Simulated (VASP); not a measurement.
# SiC (Moissanite 6O SiC) (P6_3mc) in VASP: single point with PBE+D3(BJ)

Aim: the single point of SiC (Moissanite 6O SiC) with PBE+D3(BJ).

Everything below comes from runs of VASP 6.6.1. Logs are shortened: lines on timing, memory, paths and dates and some standing lists are left out, and cuts for length are marked.

## Step 1: The cell of the first run

Symmetry: P6_3mc, No. 186, hexagonal system. Conventional cell: a = 3.073 Å, b = 3.073 Å, c = 15.079 Å, α = 90.00°, β = 90.00°, γ = 120.00°. Si (site symmetry 3m) has 4 C at 1.88 Å within 2.5 Å. Si (site symmetry 3m) has 4 C at 1.88 to 1.89 Å within 2.5 Å. Si (site symmetry 3m) has 4 C at 1.88 Å within 2.5 Å. C (site symmetry 3m) has 4 Si at 1.88 to 1.89 Å within 2.5 Å. C (site symmetry 3m) has 4 Si at 1.88 Å within 2.5 Å. Within 2.5 Å of C (site symmetry 3m) lie 4 Si at 1.88 Å.

## Step 2: Single point, PBE+D3(BJ)

Contents of INCAR:

```
ALGO     = Normal         # electronic algorithm
EDIFF    = 1E-7           # SCF threshold, eV
ENCUT    = 520            # plane-wave cutoff, eV
GGA      = PE             # functional
ISIF     = 2              # what is computed and relaxed
ISMEAR   = 0              # smearing method
IVDW     = 12             # dispersion correction
LASPH    = True           # aspherical terms in the spheres
LCHARG   = False          # write CHGCAR
LREAL    = False          # projectors in reciprocal space
LWAVE    = False          # write WAVECAR
NBANDS   = 36             # bands
NELM     = 80             # most SCF steps
PREC     = Accurate       # precision mode
SIGMA    = 0.02           # smearing width, eV
```

Contents of KPOINTS:

```
k-points
0
Gamma
  12 12 2
```

Contents of POSCAR:

```
SiC
1.0
    1.5365656299     -2.6614100241      0.0000000000
    1.5365656299      2.6614100241      0.0000000000
    0.0000000000      0.0000000000     15.0787171244
Si C
6 6
Direct
    0.1666666518      0.8333333482      0.8577041463
    0.8333333482      0.1666666518      0.3577041463
    0.4999999880      0.5000000120      0.5244946680
    0.5000000120      0.4999999880      0.0244946680
    0.8333332922      0.1666667078      0.6912097973
    0.1666667078      0.8333332922      0.1912097973
    0.4999999760      0.5000000240      0.6498304090
    0.5000000240      0.4999999760      0.1498304090
    0.1666666664      0.8333333336      0.9826959076
    0.8333333336      0.1666666664      0.4826959076
    0.8333333153      0.1666666847      0.8162050718
    0.1666666847      0.8333333153      0.3162050718
```

Potentials or basis: VASP PAW PBE potentials, release 64 (Si, C).

Command:

```bash
> cat potpaw_PBE.64/Si/POTCAR potpaw_PBE.64/C/POTCAR > POTCAR
> mpirun -np 1 vasp_std > vasp.out
```

OUTCAR:

```text
EDIFF = 1E-7
   ENCUT = 520
   GGA = PE
   ISIF = 2
   ISMEAR = 0
   IVDW = 12
   LASPH = True
   LREAL = False
   NELM = 80
   PREC = Accurate
 IVDW          = 12

 ion  position               nearest neighbor table
   1  0.167  0.833  0.858-  11 1.88  11 1.88  11 1.88   9 1.88   5 3.07   5 3.07   5 3.07   4 3.08
                             4 3.08   4 3.08
   2  0.833  0.167  0.358-  12 1.88  12 1.88  12 1.88  10 1.88   6 3.07   6 3.07   6 3.07   3 3.08
                             3 3.08   3 3.08
   3  0.500  0.500  0.524-  10 1.88  10 1.88  10 1.88   7 1.89   5 3.08   5 3.08   5 3.08   2 3.08
                             2 3.08   2 3.08
   4  0.500  0.500  0.024-   9 1.88   9 1.88   9 1.88   8 1.89   6 3.08   6 3.08   6 3.08   1 3.08
                             1 3.08   1 3.08
   5  0.833  0.167  0.691-   7 1.88   7 1.88   7 1.88  11 1.88   1 3.07   1 3.07   1 3.07   3 3.08
                             3 3.08   3 3.08
   6  0.167  0.833  0.191-   8 1.88   8 1.88   8 1.88  12 1.88   2 3.07   2 3.07   2 3.07   4 3.08
                             4 3.08   4 3.08
   7  0.500  0.500  0.650-   5 1.88   5 1.88   5 1.88   3 1.89
   8  0.500  0.500  0.150-   6 1.88   6 1.88   6 1.88   4 1.89
   9  0.167  0.833  0.983-   4 1.88   4 1.88   4 1.88   1 1.88
  10  0.833  0.167  0.483-   3 1.88   3 1.88   3 1.88   2 1.88
  11  0.833  0.167  0.816-   1 1.88   1 1.88   1 1.88   5 1.88
  12  0.167  0.833  0.316-   2 1.88   2 1.88   2 1.88   6 1.88

  LATTYP: Found a hexagonal cell.
 ALAT       =     3.0731315057
 C/A-ratio  =     4.9066293116

  Lattice vectors:

 A1 = (   1.5365656299,  -2.6614100241,   0.0000000000)
 A2 = (   1.5365656299,   2.6614100241,   0.0000000000)
 A3 = (   0.0000000000,   0.0000000000,  15.0787171244)

Analysis of symmetry for initial positions (statically):
=====================================================================
 Subroutine PRICEL returns:
 Original cell was already a primitive cell.

 Routine SETGRP: Setting up the symmetry group for a
 hexagonal supercell.

 Subroutine GETGRP returns: Found 12 space group operations
 (whereof  2 operations were pure point group operations)
 out of a pool of 24 trial point group operations.

The static configuration has the point symmetry C_1h.
 The point group associated with its full space group is C_6v.

Analysis of symmetry for dynamics (positions and initial velocities):
=====================================================================
 Subroutine PRICEL returns:
 Original cell was already a primitive cell.

 Routine SETGRP: Setting up the symmetry group for a
 hexagonal supercell.

 Subroutine GETGRP returns: Found 12 space group operations
 (whereof  2 operations were pure point group operations)
 out of a pool of 24 trial point group operations.

The dynamic configuration has the point symmetry C_1h.
 The point group associated with its full space group is C_6v.

 Subroutine INISYM returns: Found 12 space group operations
 (whereof  2 operations are pure point group operations),
 and found     1 'primitive' translations

----------------------------------------------------------------------------------------

                                     Primitive cell

  volume of cell :     123.3268

  direct lattice vectors                    reciprocal lattice vectors
     1.536565630 -2.661410024  0.000000000     0.325401005 -0.187870338  0.000000000
     1.536565630  2.661410024  0.000000000     0.325401005  0.187870338  0.000000000
     0.000000000  0.000000000 15.078717124     0.000000000  0.000000000  0.066318639

  length of vectors
     3.073131506  3.073131506 15.078717124     0.375740705  0.375740705  0.066318639

  position of ions in fractional coordinates (direct lattice)
     0.166666652  0.833333348  0.857704146
     0.833333348  0.166666652  0.357704146
     0.499999988  0.500000012  0.524494668
     0.500000012  0.499999988  0.024494668
     0.833333292  0.166666708  0.691209797
     0.166666708  0.833333292  0.191209797
     0.499999976  0.500000024  0.649830409
     0.500000024  0.499999976  0.149830409
     0.166666666  0.833333334  0.982695908
     0.833333334  0.166666666  0.482695908
     0.833333315  0.166666685  0.816205072
     0.166666685  0.833333315  0.316205072

  ion indices of the primitive-cell ions
   primitive index   ion index
                 1           1
                 2           2
                 3           3
                 4           4
                 5           5
                 6           6
                 7           7
                 8           8
                 9           9
                10          10
                11          11
                12          12

----------------------------------------------------------------------------------------

 KPOINTS: k-points

Automatic generation of k-mesh.
 Grid dimensions read from file:
 generate k-points for:   12   12    2

 Generating k-lattice:

  Cartesian coordinates                     Fractional coordinates (reciprocal lattice)
     0.027116750 -0.015655861  0.000000000     0.083333333 -0.000000000  0.000000000
     0.027116750  0.015655861  0.000000000    -0.000000000  0.083333333  0.000000000
     0.000000000  0.000000000  0.033159320     0.000000000  0.000000000  0.500000000

  Length of vectors
     0.031311725  0.031311725  0.033159320

  Shift w.r.t. Gamma in fractional coordinates (k-lattice)
     0.000000000  0.000000000  0.000000000

 Subroutine IBZKPT returns following result:
 ===========================================

 Found     38 irreducible k-points:

 Following reciprocal coordinates:
            Coordinates               Weight
  0.000000  0.000000  0.000000      1.000000
  0.083333  0.000000  0.000000      6.000000
  0.166667  0.000000  0.000000      6.000000
  0.250000  0.000000  0.000000      6.000000
  0.333333  0.000000  0.000000      6.000000
  0.416667 -0.000000  0.000000      6.000000
[... 16 lines left out ...]
  0.250000  0.000000  0.500000      6.000000
  0.333333  0.000000  0.500000      6.000000
 [... further k-points ...]
   k-points           NKPTS =     38   k-points in BZ     NKDIM =     38   number of bands    NBANDS=     36
   number of dos      NEDOS =    301   number of ions     NIONS =     12
   total plane-waves  NPLWV =  64512
   dimension x,y,z NGX =    24 NGY =   24 NGZ =  112
   dimension x,y,z NGXF=    48 NGYF=   48 NGZF=  224
   ions per type =               6   6
   NGX,Y,Z   is equivalent  to a cutoff of  12.98, 12.98, 12.35 a.u.
   NGXF,Y,Z  is equivalent  to a cutoff of  25.97, 25.97, 24.70 a.u.
 SYSTEM =  unknown system
   PREC   = accura    normal or accurate (medium, high low for compatibility)
   ISTART =      0    job   : 0-new  1-cont  2-samecut
   ICHARG =      2    charge: 1-file 2-atom 10-const
   ISPIN  =      1    spin polarized calculation?
   LNONCOLLINEAR =      F non collinear calculations
   LSORBIT =      F    spin-orbit coupling
   LASPH  =      T    aspherical Exc in radial PAW
   ENCUT  =  520.0 eV  38.22 Ry    6.18 a.u.   5.71  5.71 28.04*2*pi/ulx,y,z
   NELM   =     80;   NELMIN=  2; NELMDL= -5     # of ELM steps
   EDIFF  = 0.1E-06   stopping-criterion for ELM
   LREAL  =      F    real-space projection
   EDIFFG = 0.1E-05   stopping-criterion for IOM
   NSW    =      0    number of steps for IOM
   IBRION =     -1    ionic relax: 0-MD 1-quasi-New 2-CG
   NFREE  =      0    steps in history (QN), initial steepest desc. (CG)
   ISIF   =      2    stress and relaxation
   ISYM   =      2    0-nonsym 1-usesym 2-fastsym
   POTIM  = 0.5000    time-step for ionic-motion
   TEBEG  =    0.0;   TEEND  =   0.0 temperature during run
   PSTRESS=    0.0 pullay stress
   NELECT =      48.0000    total number of electrons
   NUPDOWN=      -1.0000    fix difference up-down
   EMIN   =  10.00;   EMAX   =-10.00  energy-range for DOS
   EFERMI =   0.00;   METHOD = LEGACY
   ISMEAR =     0;   SIGMA  =   0.02  broadening in eV -4-tet -1-fermi 0-gaus
   EFERMI_NEDOS =   21; number of points for ismear=-14 and -15
   IALGO  =     38    algorithm
   IMIX   =      4    mixing-type and parameters
     AMIX     =   0.40;   BMIX     =  1.00
     AMIX_MAG =   1.60;   BMIX_MAG =  1.00
  volume/ion in A,a.u.               =      10.28        69.35
  Fermi-wavevector in a.u.,A,eV,Ry     =   1.195280  2.258751 19.438550  1.428693
  Thomas-Fermi vector in A             =   2.331249
   LORBIT       =      0    0 simple, 1 ext, 2 COOP (PROOUT), +10 PAW based schemes
   GGA     = PE    functional components
   LHFCALC =     F    Hartree Fock is set to
   AEXX    =    0.0000 exact exchange contribution
   IVDW    =    12    specifies the selected vdW correction
   LEPSILON=     F    determine dielectric tensor
   LRPA    =     F    only Hartree local field effects (RPA)
 non-spin polarized calculation
 Gauss-broadening in eV      SIGMA  =   0.02
  energy-cutoff  :      520.00
  volume of cell :      123.33
 maximum number of plane-waves:      3340
 NGX is ok and might be reduce to    24
   NGX = 11   NGY = 11   NGZ = 57

 number of electron      47.9999999 magnetization

 Free energy of the ion-electron system (eV)
  ---------------------------------------------------
  ext. energy  EPLUGINS =         0.00000000
  ---------------------------------------------------
  free energy    TOTEN  =       -90.33533456 eV

  energy without entropy =      -90.33533456  energy(sigma->0) =      -90.33533456

 E-fermi :   8.3485     XC(G=0): -11.3836

 val. band max:        8.2281305394   @ k =   0.0000   0.0000   0.0000
 cond. band min:      10.2518195116   @ k =   0.5000   0.0000   0.0000
 fundamental gap:      2.0236889722
 Fermi energy:         8.3485174489

 k-point     1 :       0.0000    0.0000    0.0000
  band No.  band energies     occupation
      1      -7.2809      2.00000
      2      -6.7567      2.00000
      3      -6.7207      2.00000
      4      -5.2176      2.00000
      5      -5.1890      2.00000
      6      -3.6896      2.00000
[... 28 lines left out ...]
     35      15.6392      0.00000
     36      15.7133      0.00000

 k-point     2 :       0.0833    0.0000    0.0000
  band No.  band energies     occupation
      1      -7.1596      2.00000
      2      -6.6372      2.00000
      3      -6.6008      2.00000
      4      -5.1039      2.00000
      5      -5.0751      2.00000
      6      -3.5876      2.00000
[... 28 lines left out ...]
     35      15.5966      0.00000
     36      15.6512      0.00000

 k-point     3 :       0.1667    0.0000    0.0000
  band No.  band energies     occupation
      1      -6.7988      2.00000
      2      -6.2822      2.00000
      3      -6.2444      2.00000
      4      -4.7685      2.00000
      5      -4.7390      2.00000
      6      -3.2909      2.00000
[... 28 lines left out ...]
     35      15.9021      0.00000
     36      16.2790      0.00000
[... 742 lines left out ...]
 k-point    23 :       0.2500    0.0000    0.5000
  band No.  band energies     occupation
      1      -6.0765      2.00000
      2      -6.0765      2.00000
      3      -5.0487      2.00000
      4      -5.0487      2.00000
      5      -3.3225      2.00000
      6      -3.3225      2.00000
[... 28 lines left out ...]
     35      16.3082      0.00000
     36      16.3083      0.00000

 k-point    24 :       0.3333    0.0000    0.5000
  band No.  band energies     occupation
      1      -5.2875      2.00000
      2      -5.2875      2.00000
      3      -4.3095      2.00000
      4      -4.3095      2.00000
      5      -2.7467      2.00000
      6      -2.7467      2.00000
[... 28 lines left out ...]
     35      16.1686      0.00000
     36      16.1686      0.00000

 [... further k-points ...]

------------------------ aborting loop because EDIFF is reached ----------------------------------------

 Edisp (eV)   -3.63559

 E8    (eV) :    -1.3657

  FORCE on cell =-STRESS in cart. coord.  units (eV):
  Direction    XX          YY          ZZ          XY          YZ          ZX
  --------------------------------------------------------------------------------------
  -------------------------------------------------------------------------------------
  Total      -0.04907    -0.04907    -0.04559     0.00000     0.00000     0.00000
  in kB      -0.63750    -0.63750    -0.59231     0.00000     0.00000     0.00000
  external pressure =       -0.62 kB  Pullay stress =        0.00 kB

 VOLUME and BASIS-vectors are now :
 -----------------------------------------------------------------------------
  energy-cutoff  :      520.00
  volume of cell :      123.33
      direct lattice vectors                 reciprocal lattice vectors
     1.536565630 -2.661410024  0.000000000     0.325401005 -0.187870338  0.000000000
     1.536565630  2.661410024  0.000000000     0.325401005  0.187870338  0.000000000
     0.000000000  0.000000000 15.078717124     0.000000000  0.000000000  0.066318639

 POSITION                                       TOTAL-FORCE (eV/Angst)
 -----------------------------------------------------------------------------------
      1.53657      1.77427     12.93308         0.000000     -0.000000      0.000282
      1.53657     -1.77427      5.39372         0.000000     -0.000000      0.000282
      1.53657      0.00000      7.90871         0.000000     -0.000000     -0.001439
      1.53657     -0.00000      0.36935         0.000000      0.000000     -0.001439
      1.53657     -1.77427     10.42256         0.000000     -0.000000      0.000932
      1.53657      1.77427      2.88320         0.000000     -0.000000      0.000932
      1.53657      0.00000      9.79861         0.000000      0.000000      0.000316
      1.53657     -0.00000      2.25925        -0.000000     -0.000000      0.000316
      1.53657      1.77427     14.81779         0.000000      0.000000     -0.000441
      1.53657     -1.77427      7.27844        -0.000000      0.000000     -0.000441
      1.53657     -1.77427     12.30733        -0.000000     -0.000000      0.000349
      1.53657      1.77427      4.76797        -0.000000      0.000000      0.000349
 -----------------------------------------------------------------------------------
    total drift:                               -0.000000      0.000150      0.000110

  FREE ENERGIE OF THE ION-ELECTRON SYSTEM (eV)
  ---------------------------------------------------
  free  energy   TOTEN  =       -93.9709269172 eV

  energy  without entropy=      -93.9709269172  energy(sigma->0) =      -93.97092692
```

It took 2.6 min on 1 thread of AMD EPYC 7R43 (Zen 3), shared host; peak memory 0.27 GiB.

Results:

```yaml
Free_energy: -93.9709 eV
Pressure: -0.1 GPa
Band_gap_on_the_k_mesh: 2.02 eV, indirect (least direct gap 3.12 eV)
Dispersion_energy_per_atom: -0.303 eV
```
